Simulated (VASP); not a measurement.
# Ca4AlO (F-43m) in VASP: further runs

Runs on Ca4AlO. Level: PBE. Tasks: single point, relaxation of cell and atoms.

All numbers are computed with VASP 6.6.1; they aren't measurements. Logs are shortened: lines on timing, memory, paths and dates and some standing lists are left out, and cuts for length are marked.

## 1. The cell of the first run

Symmetry: F-43m, No. 216, cubic system. Conventional cell: a = 7.934 Å, b = 7.934 Å, c = 7.934 Å, α = 90.00°, β = 90.00°, γ = 90.00°. Within 3.4 Å of Ca (site symmetry 3m) lie 6 Ca at 2.61 to 3.00 Å and 3 Al at 3.27 Å and 3 O at 3.31 Å. Al (site symmetry -43m) has 12 Ca at 3.27 Å and 4 O at 3.44 Å within 4.3 Å. O (site symmetry -43m) has 12 Ca at 3.31 Å and 4 Al at 3.44 Å within 4.4 Å.

The cell was built from a structure type or drawn by symmetry, and may not be a known phase.

## 2. Single point, PBE

INCAR

```
  PREC = Accurate
  ENCUT = 520
  EDIFF = 1E-6
  ISMEAR = 0
  SIGMA = 0.1
  LREAL = F
  LASPH = T
  NELM = 80
  ALGO = Normal
  ISIF = 2
  LWAVE = F
  LCHARG = F
  GGA = PE
  NBANDS = 34
```

KPOINTS

```
Automatic mesh
0
Gamma
  4 4 4
```

POSCAR

```
Ca4AlO
1.0
    0.0000000000      3.9668003000      3.9668003000
    3.9668003000      0.0000000000      3.9668003000
    3.9668003000      3.9668003000      0.0000000000
Ca Al O
4 1 1
Direct
    0.6338570700      0.6338570700      0.6338570700
    0.6338570700      0.6338570700      0.0984287800
    0.6338570700      0.0984287800      0.6338570700
    0.0984287800      0.6338570700      0.6338570700
    0.0000000000      0.0000000000      0.0000000000
    0.2500000000      0.2500000000      0.2500000000
```

Potentials or basis: VASP PAW PBE potentials, release 64 (Ca_sv, Al, O).

Command:

```sh
$ cat potpaw_PBE.64/Ca_sv/POTCAR potpaw_PBE.64/Al/POTCAR potpaw_PBE.64/O/POTCAR > POTCAR
$ mpirun -np 1 vasp_std > vasp.out
```

OUTCAR:

```text
PREC = Accurate
   ENCUT = 520
   EDIFF = 1E-6
   ISMEAR = 0
   LREAL = F
   LASPH = T
   NELM = 80
   ISIF = 2
   GGA = PE

 ion  position               nearest neighbor table
   1  0.634  0.634  0.634-   2 2.61   3 2.61   4 2.61   2 3.00   3 3.00   4 3.00
   2  0.634  0.634  0.098-   1 2.61   3 2.61   4 2.61   1 3.00   3 3.00   4 3.00
   3  0.634  0.098  0.634-   1 2.61   2 2.61   4 2.61   2 3.00   1 3.00   4 3.00
   4  0.098  0.634  0.634-   1 2.61   2 2.61   3 2.61   1 3.00   2 3.00   3 3.00
   5  0.000  0.000  0.000-
   6  0.250  0.250  0.250-

  LATTYP: Found a face centered cubic cell.
 ALAT       =     7.9336006000

  Lattice vectors:

 A1 = (   0.0000000000,   3.9668003000,   3.9668003000)
 A2 = (   3.9668003000,   0.0000000000,   3.9668003000)
 A3 = (   3.9668003000,   3.9668003000,   0.0000000000)

Analysis of symmetry for initial positions (statically):
=====================================================================
 Subroutine PRICEL returns:
 Original cell was already a primitive cell.

 Routine SETGRP: Setting up the symmetry group for a
 face centered cubic supercell.

 Subroutine GETGRP returns: Found 24 space group operations
 (whereof 24 operations were pure point group operations)
 out of a pool of 48 trial point group operations.

The static configuration has the point symmetry T_d .

Analysis of symmetry for dynamics (positions and initial velocities):
=====================================================================
 Subroutine PRICEL returns:
 Original cell was already a primitive cell.

 Routine SETGRP: Setting up the symmetry group for a
 face centered cubic supercell.

 Subroutine GETGRP returns: Found 24 space group operations
 (whereof 24 operations were pure point group operations)
 out of a pool of 48 trial point group operations.

The dynamic configuration has the point symmetry T_d .

 Subroutine INISYM returns: Found 24 space group operations
 (whereof 24 operations are pure point group operations),
 and found     1 'primitive' translations

----------------------------------------------------------------------------------------

                                     Primitive cell

  volume of cell :     124.8392

  direct lattice vectors                    reciprocal lattice vectors
     0.000000000  3.966800300  3.966800300    -0.126046174  0.126046174  0.126046174
     3.966800300  0.000000000  3.966800300     0.126046174 -0.126046174  0.126046174
[... 78 lines left out ...]
   EDIFFG = 0.1E-04   stopping-criterion for IOM
   NSW    =      0    number of steps for IOM
   IBRION =     -1    ionic relax: 0-MD 1-quasi-New 2-CG
   NFREE  =      0    steps in history (QN), initial steepest desc. (CG)
   ISIF   =      2    stress and relaxation
   ISYM   =      2    0-nonsym 1-usesym 2-fastsym
   POTIM  = 0.5000    time-step for ionic-motion
   TEBEG  =    0.0;   TEEND  =   0.0 temperature during run
   PSTRESS=    0.0 pullay stress
   NELECT =      49.0000    total number of electrons
   NUPDOWN=      -1.0000    fix difference up-down
   EMIN   =  10.00;   EMAX   =-10.00  energy-range for DOS
   EFERMI =   0.00;   METHOD = LEGACY
   ISMEAR =     0;   SIGMA  =   0.10  broadening in eV -4-tet -1-fermi 0-gaus
   EFERMI_NEDOS =   21; number of points for ismear=-14 and -15
   IALGO  =     38    algorithm
   IMIX   =      4    mixing-type and parameters
     AMIX     =   0.40;   BMIX     =  1.00
     AMIX_MAG =   1.60;   BMIX_MAG =  1.00
  volume/ion in A,a.u.               =      20.81       140.41
  Fermi-wavevector in a.u.,A,eV,Ry     =   1.198643  2.265107 19.548103  1.436745
  Thomas-Fermi vector in A             =   2.334527
   LORBIT       =      0    0 simple, 1 ext, 2 COOP (PROOUT), +10 PAW based schemes
   GGA     = PE    functional components
   LHFCALC =     F    Hartree Fock is set to
   AEXX    =    0.0000 exact exchange contribution
   IVDW    =     0    specifies the selected vdW correction
   LEPSILON=     F    determine dielectric tensor
   LRPA    =     F    only Hartree local field effects (RPA)
 non-spin polarized calculation
 Gauss-broadening in eV      SIGMA  =   0.10
  energy-cutoff  :      520.00
  volume of cell :      124.84
 maximum number of plane-waves:      3383
 NGX is ok and might be reduce to    42
   NGX = 21   NGY = 21   NGZ = 21

 number of electron      49.0000010 magnetization

 Free energy of the ion-electron system (eV)
  ---------------------------------------------------
  ext. energy  EPLUGINS =         0.00000000
  ---------------------------------------------------
  free energy    TOTEN  =       -10.45053790 eV

  energy without entropy =      -10.40604971  energy(sigma->0) =      -10.42829381

 E-fermi :   4.0904     XC(G=0):  -9.6095

 val. band max:        4.0486201417   @ k =   0.5000   0.5000   0.0000
 cond. band min:       4.1002505204   @ k =  -0.2500   0.2500   0.0000
 fundamental gap:      0.0516303787
 Fermi energy:         4.0904434175

 k-point     1 :       0.0000    0.0000    0.0000
  band No.  band energies     occupation
      1     -37.3137      2.00000
      2     -36.7377      2.00000
      3     -36.7377      2.00000
      4     -36.7377      2.00000
      5     -19.9109      2.00000
      6     -18.6681      2.00000
[... 285 lines left out ...]
     33       6.8145      0.00000
     34       7.4964      0.00000

------------------------ aborting loop because EDIFF is reached ----------------------------------------

  FORCE on cell =-STRESS in cart. coord.  units (eV):
  Direction    XX          YY          ZZ          XY          YZ          ZX
  --------------------------------------------------------------------------------------
  -------------------------------------------------------------------------------------
  Total        9.9913220      9.9913220      9.9913220     -0.0000000      0.0000000      0.0000000
  in kB      128.2279004    128.2279004    128.2279004     -0.0000000      0.0000000      0.0000000
  external PRESSURE =     128.2279004 kB  Pullay stress =       0.0000000 kB

 VOLUME and BASIS-vectors are now :
 -----------------------------------------------------------------------------
  energy-cutoff  :      520.00
  volume of cell :      124.84
      direct lattice vectors                 reciprocal lattice vectors
     0.000000000  3.966800300  3.966800300    -0.126046174  0.126046174  0.126046174
     3.966800300  0.000000000  3.966800300     0.126046174 -0.126046174  0.126046174
     3.966800300  3.966800300  0.000000000     0.126046174  0.126046174 -0.126046174

 POSITION                                       TOTAL-FORCE (eV/Angst)
 -----------------------------------------------------------------------------------
      5.02877      5.02877      5.02877        -1.789958     -1.789958     -1.789958
      2.90483      2.90483      5.02877         1.789958      1.789958     -1.789958
      2.90483      5.02877      2.90483         1.789958     -1.789958      1.789958
      5.02877      2.90483      2.90483        -1.789958      1.789958      1.789958
      0.00000      0.00000      0.00000        -0.000000      0.000000     -0.000000
      1.98340      1.98340      1.98340        -0.000000     -0.000000     -0.000000
 -----------------------------------------------------------------------------------
    total drift:                                0.000070      0.000070      0.000070

  FREE ENERGIE OF THE ION-ELECTRON SYSTEM (eV)
  ---------------------------------------------------
  free  energy   TOTEN  =       -10.4505379043 eV

  energy  without entropy=      -10.4060497061  energy(sigma->0) =      -10.42829381
```

stdout:

```text
POSCAR found type information on POSCAR CaAlO
 POSCAR found :  3 types and       6 ions
 scaLAPACK will be used
 LDA part: xc-table for (Slater+PW92), standard interpolation
 POSCAR, INCAR and KPOINTS ok, starting setup
 FFT: planning ... GRIDC
 FFT: planning ... GRID_SOFT
 FFT: planning ... GRID
 WAVECAR not read
 entering main loop
```

Wall time 64 s (1 thread of Oxide Virtual Turin-like, shared host); peak memory 0.22 GiB.

Results:

| Quantity | Value |
| --- | --- |
| Free energy | -10.4505 eV |
| Pressure | 12.8 GPa |
| Largest force | 3.100 eV/Å |
| Band gap on the k mesh | zero (an odd number of electrons rules out a gap without spin polarisation) |

Forces on the atoms (eV/Å):
```
Ca  -1.790 -1.790 -1.790
Ca   1.790  1.790 -1.790
Ca   1.790 -1.790  1.790
Ca  -1.790  1.790  1.790
Al   0.000  0.000  0.000
O    0.000  0.000  0.000
```

Levels at points of the mesh, in eV from the Fermi level:
```tsv
k point	band 21	band 22	band 23	band 24	band 25	band 26	band 27	band 28	band 29	band 30
(0.00, 0.00, 0.00)	-2.29	-2.16	-0.16	-0.16	-0.16	0.24	0.24	0.24	1.64	1.64
(0.50, 0.00, 0.00)	-2.09	-0.96	-0.16	-0.15	-0.15	0.63	1.09	1.09	2.21	2.48
(0.50, 0.50, 0.00)	-1.68	-1.18	-0.07	-0.04	-0.04	0.40	1.76	1.92	2.17	2.17
```

Caveat: the cell stands under pressure; an odd number of electrons without spin polarisation forces a metal; a magnetic or distorted state may lie lower.

## 3. Single point, PBE

This run uses another cell than the first one, of 30.48 Å³/atom.

INCAR

```
PREC     = Accurate       # precision mode
ENCUT    = 520            # plane-wave cutoff, eV
EDIFF    = 1E-7           # SCF threshold, eV
ISMEAR   = 0              # smearing method
SIGMA    = 0.1            # smearing width, eV
LREAL    = F              # projectors in reciprocal space
LASPH    = T              # aspherical terms in the spheres
NELM     = 80             # most SCF steps
ALGO     = Normal         # electronic algorithm
ISIF     = 2              # what is computed and relaxed
LWAVE    = F              # write WAVECAR
LCHARG   = F              # write CHGCAR
GGA      = PE             # functional
NBANDS   = 34             # bands
```

KPOINTS

```
regular mesh
0
Gamma
  4 4 4
```

POSCAR

```
Ca4AlO
1.0
    0.0000000000      4.5053545144      4.5053545144
    4.5053545144      0.0000000000      4.5053545144
    4.5053545144      4.5053545144      0.0000000000
Ca Al O
4 1 1
Direct
    0.6253801893      0.6253801893      0.6253801893
    0.6253801893      0.6253801893      0.1238594322
    0.6253801893      0.1238594322      0.6253801893
    0.1238594322      0.6253801893      0.6253801893
    0.0000000000      0.0000000000      0.0000000000
    0.2500000000      0.2500000000      0.2500000000
```

Potentials or basis: VASP PAW PBE potentials, release 64 (Ca_sv, Al, O).

Command:

```sh
$ cat potpaw_PBE.64/Ca_sv/POTCAR potpaw_PBE.64/Al/POTCAR potpaw_PBE.64/O/POTCAR > POTCAR
$ mpirun -np 1 vasp_std > vasp.out
```

OUTCAR:

```text
PREC = Accurate
   ENCUT = 520
   EDIFF = 1E-7
   ISMEAR = 0
   LREAL = F
   LASPH = T
   NELM = 80
   ISIF = 2
   GGA = PE

 ion  position               nearest neighbor table
   1  0.625  0.625  0.625-
   2  0.625  0.625  0.124-
   3  0.625  0.124  0.625-
   4  0.124  0.625  0.625-
   5  0.000  0.000  0.000-
   6  0.250  0.250  0.250-

  LATTYP: Found a face centered cubic cell.
[... 480 lines left out ...]
  --------------------------------------------------------------------------------------
  -------------------------------------------------------------------------------------
  Total        0.4445808      0.4445808      0.4445808     -0.0000000     -0.0000000     -0.0000000
  in kB        3.8944346      3.8944346      3.8944346     -0.0000000     -0.0000000     -0.0000000
  external PRESSURE =       3.8944346 kB  Pullay stress =       0.0000000 kB

 VOLUME and BASIS-vectors are now :
 -----------------------------------------------------------------------------
  energy-cutoff  :      520.00
  volume of cell :      182.90
      direct lattice vectors                 reciprocal lattice vectors
     0.000000000  4.505354514  4.505354514    -0.110979058  0.110979058  0.110979058
     4.505354514  0.000000000  4.505354514     0.110979058 -0.110979058  0.110979058
     4.505354514  4.505354514  0.000000000     0.110979058  0.110979058 -0.110979058

 POSITION                                       TOTAL-FORCE (eV/Angst)
 -----------------------------------------------------------------------------------
      5.63512      5.63512      5.63512         0.001631      0.001631      0.001631
      3.37559      3.37559      5.63512        -0.001631     -0.001631      0.001631
      3.37559      5.63512      3.37559        -0.001631      0.001631     -0.001631
      5.63512      3.37559      3.37559         0.001631     -0.001631     -0.001631
      0.00000      0.00000      0.00000        -0.000000     -0.000000     -0.000000
      2.25268      2.25268      2.25268        -0.000000      0.000000     -0.000000
 -----------------------------------------------------------------------------------
    total drift:                               -0.000001     -0.000001     -0.000001

  FREE ENERGIE OF THE ION-ELECTRON SYSTEM (eV)
  ---------------------------------------------------
  free  energy   TOTEN  =       -13.0040590133 eV

  energy  without entropy=      -12.9431392261  energy(sigma->0) =      -12.97359912
```

OSZICAR:

```text
N       E                     dE             d eps       ncg     rms          rms(c)
DAV:   1     0.470262490292E+03    0.47026E+03   -0.22915E+04   544   0.128E+03
DAV:   2     0.286111535406E+02   -0.44165E+03   -0.42981E+03   574   0.394E+02
DAV:   3    -0.118722119319E+02   -0.40483E+02   -0.38789E+02   896   0.837E+01
[... 12 lines left out ...]
DAV:  16    -0.130040603106E+02   -0.25629E-05   -0.60637E-06   744   0.141E-02    0.466E-03
DAV:  17    -0.130040597274E+02    0.58326E-06   -0.16122E-06   720   0.461E-03    0.453E-03
DAV:  18    -0.130040591747E+02    0.55264E-06   -0.22196E-07   554   0.251E-03    0.202E-03
DAV:  19    -0.130040590048E+02    0.16992E-06   -0.86999E-08   442   0.138E-03    0.650E-04
DAV:  20    -0.130040590133E+02   -0.84719E-08   -0.21143E-08   386   0.779E-04
   1 F= -.13004059E+02 E0= -.12973599E+02  d E =-.609198E-01
```

Wall time 1.8 min (1 thread of Oxide Virtual Turin-like, shared host); peak memory 0.3 GiB.

Results:

```
Free energy            : -13.0041 eV
Pressure               : 0.4 GPa
Band gap on the k mesh : zero (an odd number of electrons rules out a gap without spin polarisation)
```

Forces in eV/Å, atoms in the order of the input:
```
Ca   0.002  0.002  0.002
Ca  -0.002 -0.002  0.002
Ca  -0.002  0.002 -0.002
Ca   0.002 -0.002 -0.002
Al   0.000  0.000  0.000
O    0.000  0.000  0.000
```

Caveat: an odd number of electrons without spin polarisation forces a metal; a magnetic or distorted state may lie lower.

## 4. Relaxation of cell and atoms, PBE

INCAR

```
  PREC = Accurate
  ENCUT = 600
  EDIFF = 1E-6
  ISMEAR = 0
  SIGMA = 0.1
  LREAL = False
  LASPH = True
  NELM = 60
  ALGO = Normal
  ISIF = 3
  LWAVE = False
  LCHARG = False
  GGA = PE
  IBRION = 2
  NSW = 90
  EDIFFG = -0.04
```

KPOINTS is that of step 3.

POSCAR

```
Ca4AlO
1.0
    0.0000000000      3.9668003000      3.9668003000
    3.9668003000      0.0000000000      3.9668003000
    3.9668003000      3.9668003000      0.0000000000
Ca Al O
4 1 1
Direct
    0.6338570700      0.6338570700      0.6338570700
    0.6338570700      0.6338570700      0.0984287800
    0.6338570700      0.0984287800      0.6338570700
    0.0984287800      0.6338570700      0.6338570700
    0.0000000000      0.0000000000      0.0000000000
    0.2500000000      0.2500000000      0.2500000000
```

Command:

```sh
$ cat potpaw_PBE.64/Ca_sv/POTCAR potpaw_PBE.64/Al/POTCAR potpaw_PBE.64/O/POTCAR > POTCAR
$ mpirun -np 1 vasp_std > vasp.out
```

It took 6.8 min on 1 thread of Oxide Virtual Turin-like, shared host; peak memory 0.32 GiB.

It converged, with:

```
Free energy                           : -12.9838 eV
Relaxed volume                        : 30.92 Å³/atom
Relaxed cell                          : a = 6.402 Å, b = 6.402 Å, c = 6.402 Å, α = 60.00°, β = 60.00°, γ = 60.00°
Space group after relaxing (to 0.1 Å) : F-43m (No. 216)
Energy gained by relaxing             : 421.9 meV/atom
Ionic steps                           : 7
Pressure after relaxing               : 0.1 GPa
Largest force after relaxing          : 0.013 eV/Å
Band gap on the k mesh                : zero (an odd number of electrons rules out a gap without spin polarisation)
```

Forces in eV/Å, atoms in the order of the input:
```
Ca  -0.008 -0.008 -0.008
Ca   0.008  0.008 -0.008
Ca   0.008 -0.008  0.008
Ca  -0.008  0.008  0.008
Al   0.000  0.000  0.000
O    0.000  0.000  0.000
```

Step by step:
```csv
step,energy change (eV),largest force (eV/Å),pressure (GPa),volume (Å³)
1,0.0000,3.1001,12.83,124.84
2,-2.2128,0.7032,3.33,157.44
3,-2.2285,1.0595,2.71,161.51
4,-2.4952,0.2668,0.93,176.30
5,-2.5293,0.1045,0.15,184.67
6,-2.5293,0.0848,0.19,184.19
7,-2.5312,0.0131,0.07,185.54
```

Final structure:
```
Ca Al O
1.0
     0.00000    4.52692    4.52692
     4.52692    0.00000    4.52692
     4.52692    4.52692    0.00000
Ca Al O
4 1 1
Direct
  0.62545 0.62545 0.62545
  0.62545 0.62545 0.12365
  0.62545 0.12365 0.62545
  0.12365 0.62545 0.62545
  0.00000 0.00000 0.00000
  0.25000 0.25000 0.25000
```

Levels at points of the mesh, in eV from the Fermi level:
```
           k point  band 23  band 24  band 25  band 26  band 27  band 28
(0.00, 0.00, 0.00)    -0.05    -0.05    -0.05     0.26     0.26     0.26
(0.50, 0.00, 0.00)    -0.17    -0.17     0.04     0.25     0.99     0.99
(0.50, 0.50, 0.00)    -0.43     0.00     0.00     0.45     1.36     1.59
```

Caveat: the volume moved by over 15 % at a fixed basis, so the end points are rough; an odd number of electrons without spin polarisation forces a metal; a magnetic or distorted state may lie lower.

## 5. Summary

| task | cell | cutoff (eV) | gap on the mesh (eV) | pressure (GPa) | largest force (eV/Å) |
| --- | --- | --- | --- | --- | --- |
| single point | a = 5.610 Å, angles 60.0°, 6 atoms, atomic positions A | 520 | none | 12.8 | 3.10 |
| single point | a = 6.372 Å, angles 60.0°, 6 atoms, atomic positions B | 520 | none | 0.4 | - |
| relaxation of cell and atoms | relaxed from a = 5.610 Å, angles 60.0°, 6 atoms, atomic positions A | 600 | none | 0.1 | 0.01 |

Alike in all rows: level PBE; potentials or basis VASP PAW PBE potentials, release 64 (Ca_sv, Al, O); no spin polarisation; k mesh 4 × 4 × 4; smearing gaussian 0.1 eV.

Caveats: an odd number of electrons without spin polarisation forces a metal; a magnetic or distorted state may lie lower; the cell stands under pressure (at least some runs); the volume moved by over 15 % at a fixed basis, so the end points are rough (at least some runs).

Total energies depend on the potentials used, so only differences within one code and one set of settings carry meaning.
